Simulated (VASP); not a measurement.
BaTiO3:

```
Ba Ti O
1.0
     3.99980    0.00000    0.00000
     0.00000    3.99980    0.00000
     0.00000    0.00000    4.01800
Ba Ti O
1 1 3
Direct
  0.00000 0.00000 0.00000
  0.50000 0.50000 0.49000
  0.50000 0.50000 0.01900
  0.50000 0.00000 0.51700
  0.00000 0.50000 0.51700
```

Program: VASP 6.6.1. Alike in all runs: task single point; potentials or basis VASP PAW PBE potentials, release 64 (Ba_sv, Ti_sv, O); no spin polarisation; cell as given; k mesh 6 × 6 × 6; cutoff (eV) 520; smearing gaussian 0.01 eV.

Problem. Order these runs on this cell by their pressure, lowest first.
A. level PBE+U; U Ti d U = 2.0 eV
B. level PBE+U; U Ti d U = 6.0 eV
C. level PBE+U; U Ti d U = 4.0 eV
D. level PBE

Solution. D (4.2 GPa), A (5.8 GPa), C (7.5 GPa), B (9.1 GPa).

Caveats: the cell stands under pressure.
